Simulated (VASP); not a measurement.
# Si16B (a cell with a defect) in VASP: single point with LDA

Aim: the single point of Si16B (a cell with a defect) with LDA.

Program: VASP 6.6.1. These are calculated values, not measurements. Logs are shortened: lines on timing, memory, paths and dates and some standing lists are left out, and cuts for length are marked.

## Step 1: The cell of the first run

The cell holds a defect, 17 atoms: a = 7.679 Å, b = 7.679 Å, c = 7.679 Å, α = 60.00°, β = 60.00°, γ = 60.00°.

## Step 2: Single point, LDA, collinear spin

Input file INCAR:

```
  ALGO = Normal
  EDIFF = 1E-6
  ENCUT = 520
  GGA = CA
  ISIF = 2
  ISMEAR = 0
  ISPIN = 2
  LASPH = True
  LCHARG = False
  LORBIT = 11
  LREAL = Auto
  LWAVE = False
  MAGMOM = 0 0 0 0 0 0 0 0 0 0 0 0 0 0 0 0 1
  NBANDS = 52
  NELM = 150
  PREC = Accurate
  SIGMA = 0.02
```

Input file KPOINTS:

```
k-points
0
Gamma
  2 2 2
```

Input file POSCAR:

```
Si16B
1.0
    0.0000000000      5.4300000000      5.4300000000
    5.4300000000      0.0000000000      5.4300000000
    5.4300000000      5.4300000000      0.0000000000
Si B
16 1
Direct
   -0.0015952593     -0.0013049921     -0.0009244929
    0.1176248774      0.1246127756      0.1247555149
    0.0004758274      0.0075282117      0.5003377356
    0.1264965744      0.1267652607      0.6259399153
    0.0004456522      0.5001590277      0.0076455579
    0.1264633033      0.6255635528      0.1270956688
   -0.0003643385      0.4989657677      0.4992485822
    0.1240720769      0.6237089154      0.6238399792
    0.5014335705      0.0011090562      0.0013095706
    0.6261694723      0.1255636281      0.1258280791
    0.4996397413     -0.0012739485      0.4980040338
    0.6250054923      0.1247253636      0.6175072520
    0.4995954476      0.4977012839     -0.0009377629
    0.6250210823      0.6173333801      0.1248909164
    0.5078111013      0.5001020684      0.5002414111
    0.6275370164      0.6255925929      0.6259347589
    0.8132719622      0.3120444560      0.3123798800
```

Potentials or basis: VASP PAW LDA potentials, release 64 (Si, B).

On the command line:

```sh
$ cat potpaw_LDA.64/Si/POTCAR potpaw_LDA.64/B/POTCAR > POTCAR
$ mpirun -np 1 vasp_std > vasp.out
```

OUTCAR:

```text
EDIFF = 1E-6
   ENCUT = 520
   GGA = CA
   ISIF = 2
   ISMEAR = 0
   ISPIN = 2
   LASPH = True
   LORBIT = 11
   LREAL = Auto
   NELM = 150
   PREC = Accurate

 ion  position               nearest neighbor table
   1  0.998  0.999  0.999-   2 2.33  10 2.33   6 2.34   4 2.34
   2  0.118  0.125  0.125-  17 2.23   1 2.33   5 2.36   3 2.36   9 2.41
   3  0.000  0.008  0.500-  17 2.23   4 2.33  12 2.36   2 2.36   8 2.41
   4  0.126  0.127  0.626-   3 2.33   7 2.33   1 2.34  11 2.34
   5  0.000  0.500  0.008-  17 2.23   6 2.33  14 2.36   2 2.36   8 2.41
   6  0.126  0.626  0.127-   5 2.33   7 2.33  13 2.34   1 2.34
   7  1.000  0.499  0.499-  16 2.33   6 2.33   4 2.33   8 2.34
   8  0.124  0.624  0.624-   7 2.34  15 2.41   5 2.41   3 2.41
   9  0.501  0.001  0.001-  10 2.34  14 2.41  12 2.41   2 2.41
  10  0.626  0.126  0.126-  13 2.33  11 2.33   1 2.33   9 2.34
  11  0.500  0.999  0.498-  12 2.33  10 2.33  16 2.34   4 2.34
  12  0.625  0.125  0.618-  17 2.23  11 2.33  15 2.36   3 2.36   9 2.41
  13  0.500  0.498  0.999-  14 2.33  10 2.33  16 2.34   6 2.34
  14  0.625  0.617  0.125-  17 2.23  13 2.33  15 2.36   5 2.36   9 2.41
  15  0.508  0.500  0.500-  17 2.23  16 2.33  14 2.36  12 2.36   8 2.41
  16  0.628  0.626  0.626-  15 2.33   7 2.33  13 2.34  11 2.34
  17  0.813  0.312  0.312-   2 2.23   3 2.23   5 2.23  12 2.23  14 2.23  15 2.23

  LATTYP: Found a face centered cubic cell.
 ALAT       =    10.8600000000

  Lattice vectors:

 A1 = (   0.0000000000,   5.4300000000,   5.4300000000)
 A2 = (   5.4300000000,   0.0000000000,   5.4300000000)
 A3 = (   5.4300000000,   5.4300000000,   0.0000000000)

Analysis of symmetry for initial positions (statically):
=====================================================================
 Subroutine PRICEL returns:
 Original cell was already a primitive cell.

 Routine SETGRP: Setting up the symmetry group for a
 face centered cubic supercell.

 Subroutine GETGRP returns: Found  1 space group operations
 (whereof  1 operations were pure point group operations)
 out of a pool of 48 trial point group operations.

The static configuration has the point symmetry C_1 .

Analysis of symmetry for dynamics (positions and initial velocities):
=====================================================================
 Subroutine PRICEL returns:
 Original cell was already a primitive cell.

 Routine SETGRP: Setting up the symmetry group for a
 face centered cubic supercell.

 Subroutine GETGRP returns: Found  1 space group operations
 (whereof  1 operations were pure point group operations)
 out of a pool of 48 trial point group operations.

The dynamic configuration has the point symmetry C_1 .

Analysis of structural, dynamic, and magnetic symmetry:
=====================================================================
 Subroutine PRICEL returns:
[... 170 lines left out ...]

 E-fermi :   6.2439     XC(G=0):  -9.7534

 val. band max:        6.2024790879   @ k =   0.5000   0.0000   0.0000
 cond. band min:       6.2855834709   @ k =   0.5000   0.5000   0.0000
 fundamental gap:      0.0831043830
 Fermi energy:         6.2439351259

 spin component 1

 k-point     1 :       0.0000    0.0000    0.0000
  band No.  band energies     occupation
      1      -6.4816      1.00000
      2      -4.3342      1.00000
      3      -4.0740      1.00000
      4      -4.0739      1.00000
      5      -3.6085      1.00000
      6      -2.5926      1.00000
[... 373 lines left out ...]
     44       9.7699      0.00000
     45      10.1205      0.00000
 Fermi energy:         6.2439351259

 spin component 2

 k-point     1 :       0.0000    0.0000    0.0000
  band No.  band energies     occupation
      1      -6.4272      1.00000
      2      -4.2932      1.00000
      3      -4.0309      1.00000
      4      -4.0308      1.00000
      5      -3.5721      1.00000
      6      -2.5161      1.00000
[... 373 lines left out ...]
     44       9.8644      0.00000
     45      10.1520      0.00000
 [bands above 45 left out]

------------------------ aborting loop because EDIFF is reached ----------------------------------------

  FORCE on cell =-STRESS in cart. coord.  units (eV):
  Direction    XX          YY          ZZ          XY          YZ          ZX
  --------------------------------------------------------------------------------------
  -------------------------------------------------------------------------------------
  Total       -1.8851681     -1.8842376     -1.8824159      1.8500223      1.8530397      1.8510593
  in kB       -9.4325946     -9.4279392     -9.4188241      9.2567398      9.2718379      9.2619286
  external PRESSURE =      -9.4264526 kB  Pullay stress =       0.0000000 kB

 VOLUME and BASIS-vectors are now :
 -----------------------------------------------------------------------------
  energy-cutoff  :      520.00
  volume of cell :      320.21
      direct lattice vectors                 reciprocal lattice vectors
     0.000000000  5.430000000  5.430000000    -0.092081031  0.092081031  0.092081031
     5.430000000  0.000000000  5.430000000     0.092081031 -0.092081031  0.092081031
     5.430000000  5.430000000  0.000000000     0.092081031  0.092081031 -0.092081031

 POSITION                                       TOTAL-FORCE (eV/Angst)
 -----------------------------------------------------------------------------------
     10.84789     10.84632     10.84425        -0.003092     -0.003225     -0.000624
      1.35407      1.31613      1.31535         0.004137      0.000712     -0.000763
      2.75771      2.71942      0.04346        -0.001102     -0.003650      0.001883
      4.08719      4.08573      1.37521         0.001521      0.004878      0.000577
      2.75738      0.04394      2.71828        -0.000179      0.002450     -0.003683
      4.08694      1.37683      4.08351         0.000219     -0.001913      0.006098
[... 9 lines left out ...]
      6.79579      6.80635      6.80449         0.006377     -0.003003     -0.001817
      3.39062      6.11229      6.11047         0.002448     -0.001320     -0.000565
 -----------------------------------------------------------------------------------
    total drift:                               -0.003992     -0.002105     -0.001894

  FREE ENERGIE OF THE ION-ELECTRON SYSTEM (eV)
  ---------------------------------------------------
  free  energy   TOTEN  =       -98.1370368092 eV

  energy  without entropy=      -98.1369792361  energy(sigma->0) =      -98.13700802

 total charge

# of ion       s       p       d       tot
------------------------------------------
    1        0.749   0.967   0.000   1.717
    2        0.750   0.935   0.000   1.685
    3        0.750   0.935   0.000   1.685
    4        0.749   0.967   0.000   1.717
    5        0.750   0.935   0.000   1.685
    6        0.749   0.967   0.000   1.717
[... 9 lines left out ...]
   16        0.749   0.967   0.000   1.717
   17        0.715   0.976   0.000   1.691
--------------------------------------------------
tot         12.751  16.148   0.000  28.899

 magnetization (x)

# of ion       s       p       d       tot
------------------------------------------
    1        0.001   0.001   0.000   0.002
    2        0.011   0.007   0.000   0.018
    3        0.011   0.007   0.000   0.018
    4        0.001   0.001   0.000   0.002
    5        0.011   0.007   0.000   0.018
    6        0.001   0.001   0.000   0.002
[... 9 lines left out ...]
   16        0.001   0.001   0.000   0.002
   17        0.068   0.011   0.000   0.079
--------------------------------------------------
tot          0.146   0.129   0.000   0.275
```

OSZICAR:

```text
N       E                     dE             d eps       ncg     rms          rms(c)
DAV:   1     0.145694568584E+03    0.14569E+03   -0.25552E+04  1664   0.106E+03
DAV:   2    -0.860807411305E+02   -0.23178E+03   -0.21658E+03  2044   0.162E+02
DAV:   3    -0.100407270338E+03   -0.14327E+02   -0.14022E+02  2152   0.359E+01
DAV:   4    -0.100696619023E+03   -0.28935E+00   -0.28807E+00  2112   0.628E+00
DAV:   5    -0.100704043091E+03   -0.74241E-02   -0.74171E-02  2112   0.950E-01    0.149E+01
DAV:   6    -0.987231258447E+02    0.19809E+01   -0.33478E+00  2100   0.591E+00    0.899E+00
DAV:   7    -0.982137103990E+02    0.50942E+00   -0.13240E+00  1984   0.329E+00    0.368E+00
DAV:   8    -0.981368888979E+02    0.76822E-01   -0.28056E-01  2024   0.152E+00    0.628E-01
DAV:   9    -0.981367098132E+02    0.17908E-03   -0.21392E-02  2188   0.528E-01    0.358E-01
DAV:  10    -0.981369811907E+02   -0.27138E-03   -0.38583E-03  2000   0.184E-01    0.204E-01
DAV:  11    -0.981370083999E+02   -0.27209E-04   -0.49084E-04  2024   0.730E-02    0.936E-02
DAV:  12    -0.981370284171E+02   -0.20017E-04   -0.15291E-04  1988   0.387E-02    0.496E-02
DAV:  13    -0.981370356549E+02   -0.72378E-05   -0.19224E-05  2080   0.147E-02    0.157E-02
DAV:  14    -0.981370367475E+02   -0.10925E-05   -0.25767E-06  1632   0.491E-03    0.505E-03
DAV:  15    -0.981370368092E+02   -0.61786E-07   -0.44932E-07  1192   0.233E-03
   1 F= -.98137037E+02 E0= -.98137008E+02  d E =-.575732E-04  mag=     0.7488
```

It took 9 min on 1 thread of Intel Xeon Platinum 8259CL at 2.50GHz (Skylake/Cascade Lake), shared host; peak memory 0.48 GiB.

What came out:

- Free energy: -98.1370 eV
- Pressure: -0.9 GPa
- Largest force: 0.012 eV/Å
- Net moment: 0.75 μB per cell
- Site moments: Si +0.00, +0.02, +0.04 (each value once); B +0.08 μB
- Valence electrons inside the program's atomic spheres: Si 1.72, 1.69, 1.68 (each value once); B 1.69

Forces on the atoms (eV/Å):
```
Si  -0.003 -0.003 -0.001
Si   0.004  0.001 -0.001
Si  -0.001 -0.004  0.002
Si   0.002  0.005  0.001
Si   0.000  0.002 -0.004
Si   0.000 -0.002  0.006
Si   0.003  0.010  0.006
Si   0.004  0.002  0.002
Si  -0.005 -0.007 -0.005
Si  -0.008 -0.001 -0.004
Si   0.003 -0.002 -0.005
Si  -0.002  0.000  0.003
Si   0.003 -0.005  0.001
Si  -0.002  0.005 -0.001
Si  -0.007  0.002  0.002
Si   0.006 -0.003 -0.002
B    0.002 -0.001 -0.001
```

Levels at points of the mesh, in eV from the Fermi level:
Spin up:
```tsv
k point	band 30	band 31	band 32	band 33	band 34	band 35	band 36	band 37	band 38	band 39
(0.00, 0.00, 0.00)	-1.49	-1.19	-0.37	-0.37	-0.36	0.29	0.29	0.33	0.33	0.99
(0.50, 0.00, 0.00)	-1.33	-1.14	-1.05	-0.64	-0.04	0.19	1.00	1.12	1.13	1.49
(0.00, 0.50, 0.00)	-1.33	-1.14	-1.05	-0.64	-0.04	0.19	1.00	1.12	1.13	1.49
(0.00, 0.00, 0.50)	-1.33	-1.14	-1.05	-0.64	-0.04	0.19	1.00	1.12	1.13	1.49
(0.50, 0.50, 0.50)	-1.18	-1.18	-1.10	-1.10	0.23	1.09	1.09	1.11	1.11	1.39
(0.50, 0.50, 0.00)	-1.66	-1.64	-1.64	-0.39	-0.06	0.54	1.35	1.52	1.86	2.22
(0.00, 0.50, 0.50)	-1.66	-1.64	-1.64	-0.39	-0.05	0.54	1.34	1.52	1.86	2.22
(0.50, 0.00, 0.50)	-1.66	-1.64	-1.64	-0.39	-0.05	0.54	1.35	1.52	1.86	2.22
```
Spin down:
| k point | band 29 | band 30 | band 31 | band 32 | band 33 | band 34 | band 35 | band 36 | band 37 | band 38 |
| --- | --- | --- | --- | --- | --- | --- | --- | --- | --- | --- |
| (0.00, 0.00, 0.00) | -1.46 | -1.46 | -1.14 | -0.33 | -0.33 | -0.33 | 0.32 | 0.32 | 0.37 | 0.37 |
| (0.50, 0.00, 0.00) | -1.44 | -1.29 | -1.11 | -1.00 | -0.56 | 0.05 | 0.26 | 1.03 | 1.15 | 1.16 |
| (0.00, 0.50, 0.00) | -1.44 | -1.29 | -1.11 | -1.00 | -0.56 | 0.05 | 0.26 | 1.02 | 1.15 | 1.16 |
| (0.00, 0.00, 0.50) | -1.44 | -1.29 | -1.11 | -1.00 | -0.56 | 0.05 | 0.26 | 1.03 | 1.15 | 1.16 |
| (0.50, 0.50, 0.50) | -1.38 | -1.12 | -1.12 | -1.08 | -1.08 | 0.32 | 1.10 | 1.10 | 1.19 | 1.19 |
| (0.50, 0.50, 0.00) | -1.91 | -1.62 | -1.61 | -1.60 | -0.31 | 0.04 | 0.64 | 1.38 | 1.55 | 1.89 |
| (0.00, 0.50, 0.50) | -1.91 | -1.62 | -1.61 | -1.60 | -0.31 | 0.04 | 0.64 | 1.38 | 1.55 | 1.89 |
| (0.50, 0.00, 0.50) | -1.91 | -1.62 | -1.61 | -1.60 | -0.31 | 0.04 | 0.64 | 1.38 | 1.55 | 1.89 |

Caveat: the k points lie up to 0.50 Å⁻¹ apart.
